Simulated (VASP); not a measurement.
# ZrNbTe3 (P-62m) in VASP: a series of runs

ZrNbTe3 is run at these levels: PBE; tasks: single point, relaxation of cell and atoms.

Everything below comes from runs of VASP 6.6.1. Logs are shortened: lines on timing, memory, paths and dates and some standing lists are left out, and cuts for length are marked.

### 1 The cell of the first run

Symmetry: P-62m, No. 189, hexagonal system. The conventional cell has a = 6.081 Å, b = 6.081 Å, c = 4.642 Å, α = 90.00°, β = 90.00°, γ = 120.00°. Within 2.9 Å of Zr (site symmetry -62m) lie 3 Te at 2.19 Å and 2 Nb at 2.32 Å. Nb (site symmetry -62m) has 2 Zr at 2.32 Å within 3.1 Å. Te (site symmetry m2m) has 1 Zr at 2.19 Å within 2.9 Å.

### 2 Single point, PBE

INCAR reads:

```
SYSTEM = ZrNbTe3
  PREC = Accurate
  ENCUT = 520
  EDIFF = 1E-6
  ISMEAR = 0
  SIGMA = 0.1
  LREAL = .False.
  LASPH = .True.
  NELM = 100
  ALGO = Normal
  ISIF = 2
  LWAVE = .False.
  LCHARG = .False.
  GGA = PE
  NBANDS = 30
```

KPOINTS reads:

```
Automatic mesh
0
Gamma
  3 3 4
  0 0 0
```

POSCAR reads:

```
ZrNbTe3
1.0
    6.0806475000      0.0000000000      0.0000000000
   -3.0403237500      5.2659952000      0.0000000000
    0.0000000000      0.0000000000      4.6421444500
Zr Nb Te
1 1 3
Direct
    0.0000000000      0.0000000000      0.0000000000
    0.0000000000      0.0000000000      0.5000000000
    0.3600530900      0.0000000000      0.0000000000
    0.0000000000      0.3600530900      0.0000000000
    0.6399469100      0.6399469100      0.0000000000
```

Potentials or basis: VASP PAW PBE potentials, release 64 (Zr_sv, Nb_sv, Te).

Command:

```
$ cat potpaw_PBE.64/Zr_sv/POTCAR potpaw_PBE.64/Nb_sv/POTCAR potpaw_PBE.64/Te/POTCAR > POTCAR
$ mpirun -np 1 vasp_std > vasp.out
```

OUTCAR:

```text
SYSTEM = ZrNbTe3
   PREC = Accurate
   ENCUT = 520
   EDIFF = 1E-6
   ISMEAR = 0
   LREAL = .False.
   LASPH = .True.
   NELM = 100
   ISIF = 2
   GGA = PE

 ion  position               nearest neighbor table
   1  0.000  0.000  0.000-   4 2.19   5 2.19   3 2.19   2 2.32   2 2.32
   2  0.000  0.000  0.500-   1 2.32   1 2.32   5 3.19   4 3.19   4 3.19   5 3.19   3 3.19   3 3.19

   3  0.360  0.000  0.000-   1 2.19   2 3.19   2 3.19   5 3.38   4 3.38   4 3.38   5 3.38
   4  0.000  0.360  0.000-   1 2.19   2 3.19   2 3.19   3 3.38   3 3.38   5 3.38   5 3.38
   5  0.640  0.640  0.000-   1 2.19   2 3.19   2 3.19   3 3.38   3 3.38   4 3.38   4 3.38

  LATTYP: Found a hexagonal cell.
 ALAT       =     6.0806475000
 C/A-ratio  =     0.7634292976

  Lattice vectors:

 A1 = (   6.0806475000,   0.0000000000,   0.0000000000)
 A2 = (  -3.0403237500,   5.2659952000,   0.0000000000)
 A3 = (   0.0000000000,   0.0000000000,   4.6421444500)

Analysis of symmetry for initial positions (statically):
=====================================================================
 Subroutine PRICEL returns:
 Original cell was already a primitive cell.

 Routine SETGRP: Setting up the symmetry group for a
 hexagonal supercell.

 Subroutine GETGRP returns: Found 12 space group operations
 (whereof 12 operations were pure point group operations)
 out of a pool of 24 trial point group operations.

The static configuration has the point symmetry D_3h.

Analysis of symmetry for dynamics (positions and initial velocities):
=====================================================================
 Subroutine PRICEL returns:
 Original cell was already a primitive cell.

 Routine SETGRP: Setting up the symmetry group for a
 hexagonal supercell.

 Subroutine GETGRP returns: Found 12 space group operations
 (whereof 12 operations were pure point group operations)
 out of a pool of 24 trial point group operations.

The dynamic configuration has the point symmetry D_3h.

 Subroutine INISYM returns: Found 12 space group operations
 (whereof 12 operations are pure point group operations),
 and found     1 'primitive' translations

----------------------------------------------------------------------------------------

                                     Primitive cell

  volume of cell :     148.6445

  direct lattice vectors                    reciprocal lattice vectors
     6.080647500  0.000000000  0.000000000     0.164456170  0.094948814  0.000000000
    -3.040323750  5.265995200  0.000000000     0.000000000  0.189897628  0.000000000
     0.000000000  0.000000000  4.642144450     0.000000000  0.000000000  0.215417683

  length of vectors
     6.080647500  6.080647494  4.642144450     0.189897628  0.189897628  0.215417683

  position of ions in fractional coordinates (direct lattice)
     0.000000000  0.000000000  0.000000000
     0.000000000  0.000000000  0.500000000
     0.360053090  0.000000000  0.000000000
     0.000000000  0.360053090  0.000000000
     0.639946910  0.639946910  0.000000000

  ion indices of the primitive-cell ions
   primitive index   ion index
                 1           1
                 2           2
                 3           3
                 4           4
                 5           5

----------------------------------------------------------------------------------------

 KPOINTS: Automatic mesh

Automatic generation of k-mesh.
 Grid dimensions read from file:
 generate k-points for:    3    3    4

 Generating k-lattice:

  Cartesian coordinates                     Fractional coordinates (reciprocal lattice)
     0.054818723  0.031649605  0.000000000     0.333333333  0.000000000  0.000000000
     0.000000000  0.063299209  0.000000000     0.000000000  0.333333333  0.000000000
     0.000000000  0.000000000  0.053854421     0.000000000  0.000000000  0.250000000

  Length of vectors
     0.063299209  0.063299209  0.053854421

  Shift w.r.t. Gamma in fractional coordinates (k-lattice)
     0.000000000  0.000000000  0.000000000

 Subroutine IBZKPT returns following result:
 ===========================================

 Found      9 irreducible k-points:

 Following reciprocal coordinates:
            Coordinates               Weight
  0.000000  0.000000  0.000000      1.000000
  0.333333  0.000000  0.000000      6.000000
  0.333333  0.333333  0.000000      2.000000
  0.000000  0.000000  0.250000      2.000000
  0.333333  0.000000  0.250000     12.000000
  0.333333  0.333333  0.250000      4.000000
  0.000000  0.000000  0.500000      1.000000
  0.333333  0.000000  0.500000      6.000000
  0.333333  0.333333  0.500000      2.000000
   k-points           NKPTS =      9   k-points in BZ     NKDIM =      9   number of bands    NBANDS=     30
   number of dos      NEDOS =    301   number of ions     NIONS =      5
   total plane-waves  NPLWV =  82944
   dimension x,y,z NGX =    48 NGY =   48 NGZ =   36
   dimension x,y,z NGXF=    96 NGYF=   96 NGZF=   72
   ions per type =               1   1   3
   NGX,Y,Z   is equivalent  to a cutoff of  13.12, 13.12, 12.89 a.u.
   NGXF,Y,Z  is equivalent  to a cutoff of  26.25, 26.25, 25.78 a.u.
 SYSTEM =  ZrNbTe3
   PREC   = accura    normal or accurate (medium, high low for compatibility)
   ISTART =      0    job   : 0-new  1-cont  2-samecut
   ICHARG =      2    charge: 1-file 2-atom 10-const
   ISPIN  =      1    spin polarized calculation?
   LNONCOLLINEAR =      F non collinear calculations
   LSORBIT =      F    spin-orbit coupling
   LASPH  =      T    aspherical Exc in radial PAW
   ENCUT  =  520.0 eV  38.22 Ry    6.18 a.u.  11.31 11.31  8.63*2*pi/ulx,y,z
   NELM   =    100;   NELMIN=  2; NELMDL= -5     # of ELM steps
   EDIFF  = 0.1E-05   stopping-criterion for ELM
   LREAL  =      F    real-space projection
   EDIFFG = 0.1E-04   stopping-criterion for IOM
   NSW    =      0    number of steps for IOM
   IBRION =     -1    ionic relax: 0-MD 1-quasi-New 2-CG
   NFREE  =      0    steps in history (QN), initial steepest desc. (CG)
   ISIF   =      2    stress and relaxation
   ISYM   =      2    0-nonsym 1-usesym 2-fastsym
   POTIM  = 0.5000    time-step for ionic-motion
   TEBEG  =    0.0;   TEEND  =   0.0 temperature during run
   PSTRESS=    0.0 pullay stress
   NELECT =      43.0000    total number of electrons
   NUPDOWN=      -1.0000    fix difference up-down
   EMIN   =  10.00;   EMAX   =-10.00  energy-range for DOS
   EFERMI =   0.00;   METHOD = LEGACY
   ISMEAR =     0;   SIGMA  =   0.10  broadening in eV -4-tet -1-fermi 0-gaus
   EFERMI_NEDOS =   21; number of points for ismear=-14 and -15
   IALGO  =     38    algorithm
   IMIX   =      4    mixing-type and parameters
     AMIX     =   0.40;   BMIX     =  1.00
     AMIX_MAG =   1.60;   BMIX_MAG =  1.00
  volume/ion in A,a.u.               =      29.73       200.62
  Fermi-wavevector in a.u.,A,eV,Ry     =   1.082716  2.046037 15.949764  1.172275
  Thomas-Fermi vector in A             =   2.218765
   LORBIT       =      0    0 simple, 1 ext, 2 COOP (PROOUT), +10 PAW based schemes
   GGA     = PE    functional components
   LHFCALC =     F    Hartree Fock is set to
   AEXX    =    0.0000 exact exchange contribution
   IVDW    =     0    specifies the selected vdW correction
   LEPSILON=     F    determine dielectric tensor
   LRPA    =     F    only Hartree local field effects (RPA)
 non-spin polarized calculation
 Gauss-broadening in eV      SIGMA  =   0.10
  energy-cutoff  :      520.00
  volume of cell :      148.64
 maximum number of plane-waves:      4037
 NGX is ok and might be reduce to    48
   NGX = 23   NGY = 23   NGZ = 17

 number of electron      42.9999998 magnetization

 Free energy of the ion-electron system (eV)
  ---------------------------------------------------
  ext. energy  EPLUGINS =         0.00000000
  ---------------------------------------------------
  free energy    TOTEN  =       -14.96639778 eV

  energy without entropy =      -14.94642197  energy(sigma->0) =      -14.95640988

 E-fermi :   6.6754     XC(G=0):  -9.2498

 val. band max:        6.6592814347   @ k =   0.3333   0.3333   0.5000
 cond. band min:       6.7035180675   @ k =   0.0000   0.0000   0.0000
 fundamental gap:      0.0442366328
 Fermi energy:         6.6754179077

 k-point     1 :       0.0000    0.0000    0.0000
  band No.  band energies     occupation
      1     -48.4502      2.00000
      2     -40.8971      2.00000
      3     -25.6018      2.00000
      4     -24.5663      2.00000
      5     -24.5663      2.00000
      6     -19.9366      2.00000
[... 22 lines left out ...]
     29      12.7266      0.00000
     30      12.7267      0.00000

 k-point     2 :       0.3333    0.0000    0.0000
  band No.  band energies     occupation
      1     -48.4502      2.00000
      2     -40.8972      2.00000
      3     -25.6017      2.00000
      4     -24.5664      2.00000
      5     -24.5663      2.00000
      6     -19.9376      2.00000
[... 22 lines left out ...]
     29      11.0017      0.00000
     30      11.8350      0.00000

 k-point     3 :       0.3333    0.3333    0.0000
  band No.  band energies     occupation
      1     -48.4502      2.00000
      2     -40.8972      2.00000
      3     -25.6017      2.00000
      4     -24.5664      2.00000
      5     -24.5664      2.00000
      6     -19.9372      2.00000
[... 22 lines left out ...]
     29      10.6398      0.00000
     30      10.6398      0.00000

 k-point     4 :       0.0000    0.0000    0.2500
  band No.  band energies     occupation
      1     -48.4424      2.00000
      2     -40.9389      2.00000
      3     -25.2115      2.00000
      4     -24.5545      2.00000
      5     -24.5545      2.00000
      6     -19.9648      2.00000
[... 22 lines left out ...]
     29      11.4729      0.00000
     30      12.1315      0.00000

 k-point     5 :       0.3333    0.0000    0.2500
  band No.  band energies     occupation
      1     -48.4424      2.00000
      2     -40.9390      2.00000
      3     -25.2115      2.00000
      4     -24.5546      2.00000
      5     -24.5545      2.00000
      6     -19.9658      2.00000
[... 22 lines left out ...]
     29      10.5180      0.00000
     30      11.0704      0.00000

 k-point     6 :       0.3333    0.3333    0.2500
  band No.  band energies     occupation
      1     -48.4424      2.00000
      2     -40.9390      2.00000
      3     -25.2115      2.00000
      4     -24.5546      2.00000
      5     -24.5546      2.00000
      6     -19.9654      2.00000
[... 22 lines left out ...]
     29      11.0435      0.00000
     30      11.0435      0.00000

 k-point     7 :       0.0000    0.0000    0.5000
  band No.  band energies     occupation
      1     -48.4345      2.00000
      2     -40.9804      2.00000
      3     -24.7462      2.00000
      4     -24.5426      2.00000
      5     -24.5426      2.00000
      6     -19.9930      2.00000
[... 22 lines left out ...]
     29      10.6397      0.00000
     30      10.7172      0.00000

 k-point     8 :       0.3333    0.0000    0.5000
  band No.  band energies     occupation
      1     -48.4345      2.00000
      2     -40.9805      2.00000
      3     -24.7462      2.00000
      4     -24.5427      2.00000
      5     -24.5427      2.00000
      6     -19.9940      2.00000
[... 22 lines left out ...]
     29       9.9997      0.00000
     30      10.2399      0.00000

 k-point     9 :       0.3333    0.3333    0.5000
  band No.  band energies     occupation
      1     -48.4345      2.00000
      2     -40.9805      2.00000
      3     -24.7462      2.00000
      4     -24.5427      2.00000
      5     -24.5427      2.00000
      6     -19.9936      2.00000
[... 22 lines left out ...]
     29      10.2336      0.00000
     30      10.6343      0.00000

------------------------ aborting loop because EDIFF is reached ----------------------------------------

  FORCE on cell =-STRESS in cart. coord.  units (eV):
  Direction    XX          YY          ZZ          XY          YZ          ZX
  --------------------------------------------------------------------------------------
  -------------------------------------------------------------------------------------
  Total       45.4686191     45.4686189     12.9686780      0.0000000     -0.0000000      0.0000000
  in kB      490.0872562    490.0872550    139.7839641      0.0000000     -0.0000000      0.0000000
  external PRESSURE =     373.3194918 kB  Pullay stress =       0.0000000 kB

 VOLUME and BASIS-vectors are now :
 -----------------------------------------------------------------------------
  energy-cutoff  :      520.00
  volume of cell :      148.64
      direct lattice vectors                 reciprocal lattice vectors
     6.080647500  0.000000000  0.000000000     0.164456170  0.094948814  0.000000000
    -3.040323750  5.265995200  0.000000000     0.000000000  0.189897628  0.000000000
     0.000000000  0.000000000  4.642144450     0.000000000  0.000000000  0.215417683

 POSITION                                       TOTAL-FORCE (eV/Angst)
 -----------------------------------------------------------------------------------
      0.00000      0.00000      0.00000        -0.000000     -0.000000      0.000000
      0.00000      0.00000      2.32107        -0.000000     -0.000000      0.000000
      2.18936      0.00000      0.00000        12.007419     -0.000000     -0.000000
     -1.09468      1.89604      0.00000        -6.003709     10.398730      0.000000
      1.94565      3.36996      0.00000        -6.003709    -10.398730      0.000000
 -----------------------------------------------------------------------------------
    total drift:                               -0.000000     -0.000001      0.000000

  FREE ENERGIE OF THE ION-ELECTRON SYSTEM (eV)
  ---------------------------------------------------
  free  energy   TOTEN  =       -14.9663977787 eV

  energy  without entropy=      -14.9464219715  energy(sigma->0) =      -14.95640988
```

Run time: 43 s. Hardware: 1 thread of Intel Xeon Platinum 8488C (Sapphire Rapids), shared host; peak memory 0.29 GiB.

Results:

* Free energy: -14.9664 eV
* Pressure: 37.3 GPa
* Largest force: 12.007 eV/Å

Forces on the atoms (eV/Å):
```
Zr    0.000   0.000   0.000
Nb    0.000   0.000   0.000
Te   12.007   0.000   0.000
Te   -6.004  10.399   0.000
Te   -6.004 -10.399   0.000
```

Stress tensor (GPa, compression positive):
```
49.01  0.00  0.00
 0.00 49.01  0.00
 0.00  0.00 13.98
```

Caveat: the k points lie up to 0.40 Å⁻¹ apart; spin-orbit coupling is left out, which moves the levels of the heavy elements; forces of over 1 eV/Å act on the atoms, so gaps and moduli don't describe the material at rest.

### 3 Single point, PBE

This run uses another cell than the first one, of 34.73 Å³/atom, 1.168 times its volume.

INCAR reads:

```
SYSTEM = ZrNbTe3
PREC = Accurate
ENCUT = 520
EDIFF = 1E-7
ISMEAR = 0
SIGMA = 0.1
LREAL = .False.
LASPH = .True.
NELM = 80
ALGO = Normal
ISIF = 2
LWAVE = .False.
LCHARG = .False.
GGA = PE
NBANDS = 30
```

KPOINTS reads:

```
regular mesh
0
Gamma
  3 3 4
  0 0 0
```

POSCAR reads:

```
ZrNbTe3
1.0
    6.3750858824      0.0000000000      0.0000000000
   -3.1875429412      5.5209863255      0.0000000000
    0.0000000000      0.0000000000      4.9343985449
Zr Nb Te
1 1 3
Direct
    0.0000000000      0.0000000000      0.0000000000
    0.0000000000      0.0000000000      0.5000000000
    0.4644834893      0.0000000000      0.0000000000
    0.0000000000      0.4644834893      0.0000000000
    0.5355165107      0.5355165107      0.0000000000
```

Potentials or basis: VASP PAW PBE potentials, release 64 (Zr_sv, Nb_sv, Te).

Command:

```
$ cat potpaw_PBE.64/Zr_sv/POTCAR potpaw_PBE.64/Nb_sv/POTCAR potpaw_PBE.64/Te/POTCAR > POTCAR
$ mpirun -np 1 vasp_std > vasp.out
```

It took 68 s on 1 thread of Intel Xeon Platinum 8488C (Sapphire Rapids), shared host; peak memory 0.31 GiB.

It converged, with:

```
Free energy   : -23.7597 eV
Pressure      : 0.2 GPa
Largest force : 0.015 eV/Å
```

Forces on the atoms (eV/Å):
```
Zr   0.000  0.000  0.000
Nb   0.000  0.000  0.000
Te   0.015  0.000  0.000
Te  -0.007  0.013  0.000
Te  -0.007 -0.013  0.000
```

Stress tensor (GPa, compression positive):
```
 0.26  0.00  0.00
 0.00  0.26  0.00
 0.00  0.00 -0.07
```

Levels at points of the mesh, in eV from the Fermi level:
| k point | band 20 | band 21 | band 22 | band 23 | band 24 | band 25 |
| --- | --- | --- | --- | --- | --- | --- |
| (0.00, 0.00, 0.00) | -0.32 | -0.32 | -0.17 | -0.17 | 0.51 | 1.47 |
| (0.00, 0.00, 0.50) | -0.12 | 0.27 | 0.27 | 0.97 | 0.97 | 0.99 |

Caveat: the k points lie up to 0.38 Å⁻¹ apart; spin-orbit coupling is left out, which moves the levels of the heavy elements.

### 4 Relaxation of cell and atoms, PBE

INCAR reads:

```
  ALGO = Normal
  EDIFF = 1E-6
  EDIFFG = -0.04
  ENCUT = 600
  GGA = PE
  IBRION = 2
  ISIF = 3
  ISMEAR = 0
  LASPH = True
  LCHARG = False
  LREAL = False
  LWAVE = False
  NELM = 100
  NSW = 90
  PREC = Accurate
  SIGMA = 0.1
```

KPOINTS reads:

```
k-points
0
Gamma
  3 3 4
```

POSCAR reads:

```
ZrNbTe3
1.0
    6.0806475000      0.0000000000      0.0000000000
   -3.0403237500      5.2659952000      0.0000000000
    0.0000000000      0.0000000000      4.6421444500
Zr Nb Te
1 1 3
Direct
    0.0000000000      0.0000000000      0.0000000000
    0.0000000000      0.0000000000      0.5000000000
    0.3600530900      0.0000000000      0.0000000000
    0.0000000000      0.3600530900      0.0000000000
    0.6399469100      0.6399469100      0.0000000000
```

Command:

```
$ cat potpaw_PBE.64/Zr_sv/POTCAR potpaw_PBE.64/Nb_sv/POTCAR potpaw_PBE.64/Te/POTCAR > POTCAR
$ mpirun -np 1 vasp_std > vasp.out
```

It took 22 min on 1 thread of Intel Xeon Platinum 8488C (Sapphire Rapids), shared host; peak memory 0.35 GiB.

Results (log left out):

```
Free energy                            : -23.7565 eV
Relaxed volume                         : 34.91 Å³/atom
Relaxed cell                           : a = 6.390 Å, b = 6.390 Å, c = 4.937 Å, α = 90.00°, β = 90.00°, γ = 120.00°
Space group after relaxing (to 0.05 Å) : P-62m (No. 189)
Energy gained by relaxing              : 1757.9 meV/atom
Ionic steps                            : 21
Pressure after relaxing                : 0.0 GPa
Largest force after relaxing           : 0.003 eV/Å
```

Forces in eV/Å, atoms in the order of the input:
```
Zr   0.000  0.000  0.000
Nb   0.000  0.000  0.000
Te   0.003  0.000  0.000
Te  -0.002  0.003  0.000
Te  -0.002 -0.003  0.000
```

Stress tensor (GPa, compression positive):
```
 0.02  0.00  0.00
 0.00  0.02  0.00
 0.00  0.00 -0.14
```

Step by step:
| step | energy change (eV) | largest force (eV/Å) | pressure (GPa) | volume (Å³) |
| --- | --- | --- | --- | --- |
| 1 | 0.0000 | 12.0062 | 37.33 | 148.64 |
| 2 | -8.1972 | 0.9037 | -14.98 | 346.16 |
| 3 | -6.6427 | 1.2879 | -5.61 | 249.85 |
| 4 | -7.6486 | 1.0831 | -4.47 | 229.86 |
| 5 | -8.4138 | 0.8367 | 3.52 | 186.58 |
| 6 | -8.5318 | 0.1838 | -0.41 | 200.72 |
| 7 | -8.5517 | 0.0369 | 0.48 | 196.93 |
| 8 | -8.5513 | 0.1037 | 0.74 | 195.89 |
| 9 | -8.5951 | 0.1769 | -0.22 | 199.88 |
| 10 | -8.5960 | 0.1681 | -0.11 | 199.35 |
| 11 | -8.5999 | 0.1664 | -0.14 | 198.82 |
| 12 | -8.6123 | 0.1642 | -0.21 | 197.22 |
| 13 | -8.6397 | 0.1838 | -0.31 | 194.05 |
| 14 | -8.7008 | 0.2199 | -0.24 | 187.77 |
| 15 | -8.7654 | 0.2024 | 0.50 | 175.47 |
| 16 | -8.7690 | 0.1843 | 0.46 | 175.26 |
| 17 | -8.7778 | 0.1319 | 0.38 | 174.62 |
| 18 | -8.7867 | 0.0413 | 0.28 | 173.34 |
| 19 | -8.7874 | 0.0160 | 0.27 | 172.92 |
| 20 | -8.7883 | 0.0125 | 0.18 | 173.38 |
| 21 | -8.7893 | 0.0031 | -0.03 | 174.56 |

Final structure:
```xyz
5
Lattice="6.3897 0.0000 0.0000 -3.1948 5.5336 0.0000 0.0000 0.0000 4.9371" Properties=species:S:1:pos:R:3 pbc="T T T"
Zr    0.0000    0.0000    0.0000
Nb    0.0000    0.0000    2.4685
Te    2.9631    0.0000    4.9371
Te    4.9081    2.5662    0.0000
Te    1.7133    2.9675    0.0000
```

Levels at points of the mesh, in eV from the Fermi level:
```
           k point  band 19  band 20  band 21  band 22  band 23  band 24  band 25
(0.00, 0.00, 0.00)    -1.01    -0.31    -0.31    -0.18    -0.18     0.51     1.46
(0.00, 0.00, 0.50)    -0.11    -0.11     0.26     0.26     0.96     0.96     0.99
```

Caveat: the k points lie up to 0.38 Å⁻¹ apart in the final cell; the volume moved by over 15 % at a fixed basis, so the end points are rough; spin-orbit coupling is left out, which moves the levels of the heavy elements.

[end of part 1 of 2]
